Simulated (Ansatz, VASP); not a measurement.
## SiN: VASP beside Ansatz

```
Si N
1.0
    -1.54985    1.54985    2.41236
     1.54985   -1.54985    2.41236
     1.54985    1.54985   -2.41236
Si N
1 1
Direct
  0.00000 0.00000 0.00000
  0.42800 0.42800 0.00000
```

Change from the starting cell: species swapped into the SnP type (I4mm, No. 107).

Alike in both runs: task single point; functional PBE; k mesh 8 × 8 × 8; occupations gaussian, width 0.1 eV; no spin polarisation.

|  | VASP | Ansatz |
| --- | --- | --- |
| version | VASP 6.6.1 | Ansatz 0.2.0 |
| potentials or method | VASP PAW PBE potentials, release 64 (Si, N), cutoff 520 eV | scalar-relativistic, plane waves, PAW |
| valence electrons in the cell | 9 | 9 |

```tsv
	VASP	Ansatz	Ansatz less VASP
gap on the k mesh at the Fermi level (eV)	none	none	-
pressure (GPa)	-21.3	-21.3	+0.04
traceless stress, the component that is largest in VASP (GPa)	1.62	1.60	-0.015
rms of the force components (eV/Å)	0.547	0.547	-0.0004
```

Atom by atom the forces differ by 0.000 eV/Å (rms over components). A gap of «none» marks a metal or a gap that the smearing closes. The functional is the same, so the differences come from potentials, cutoffs and numerics.
